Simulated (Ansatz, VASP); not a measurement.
# KScS2 in VASP and in Ansatz

```
CELL_PARAMETERS angstrom
4.03526 0.00000 0.00000
0.00000 4.03526 0.00000
0.00000 0.00000 5.46549
ATOMIC_POSITIONS crystal
K 0.00000 0.00000 0.00000
S 0.00000 0.00000 0.50000
S 0.50000 0.50000 0.00000
Sc 0.50000 0.50000 0.50000
```

Alike in both runs: task single point; functional r2SCAN; k mesh 6 × 6 × 6; occupations fermi-dirac, width 0.02 eV; no spin polarisation.

```csv
,VASP,Ansatz
version,VASP 6.6.1,Ansatz 0.2.0
potentials or method,"VASP PAW PBE potentials, release 64 (K_sv, S, Sc_sv)","plane waves, PAW"
plane-wave cutoff (eV),520,500
valence electrons in the cell,32,32
```

|  | VASP | Ansatz | Ansatz less VASP |
| --- | --- | --- | --- |
| pressure (GPa) | 0.2 | 0.0 | -0.24 |

VASP's potentials were made for PBE, not for r2SCAN.
